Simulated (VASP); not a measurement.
Here is a VASP 6.6.1 calculation.

Contents of INCAR:

```
PREC = Accurate ; ENCUT = 600
EDIFF = 1E-6 ; ISMEAR = 0
SIGMA = 0.1 ; LREAL = F
LASPH = T ; NELM = 120
ALGO = Normal ; ISIF = 2
LWAVE = F ; LCHARG = F
GGA = PE ; NBANDS = 35
GGA_COMPAT = F
```

File KPOINTS:

```
Automatic mesh
0
Gamma
  4 4 6
```

The input POSCAR:

```
SnO2
1.0
    4.6968230732      0.0000000000      0.0000000000
    0.0000000000      4.6968230732      0.0000000000
    0.0000000000      0.0000000000      3.3141596686
Sn O
2 4
Direct
    0.0000000000      0.0000000000      0.0000000000
    0.5000000000      0.5000000000      0.5000000000
    0.6930000000      0.6930000000      0.0000000000
    0.3070000000      0.3070000000      0.0000000000
    0.8070000000      0.1930000000      0.5000000000
    0.1930000000      0.8070000000      0.5000000000
```

Potentials or basis: VASP PAW PBE potentials, release 64 (Sn_d, O).

Launch:

```sh
$ cat potpaw_PBE.64/Sn_d/POTCAR potpaw_PBE.64/O/POTCAR > POTCAR
$ mpirun -np 1 vasp_std > vasp.out
```

(1) Predict the largest force.

(2) What does it give for the band gap on the k mesh?

(3) What does it give for the pressure?

Results:

(1) 0.005 eV/Å.

(2) 0.86 eV.

(3) 5.0 GPa.

Caveat: the stress differs along the axes, from -0 to 8 GPa; spin-orbit coupling is left out, which moves the levels of the heavy elements.
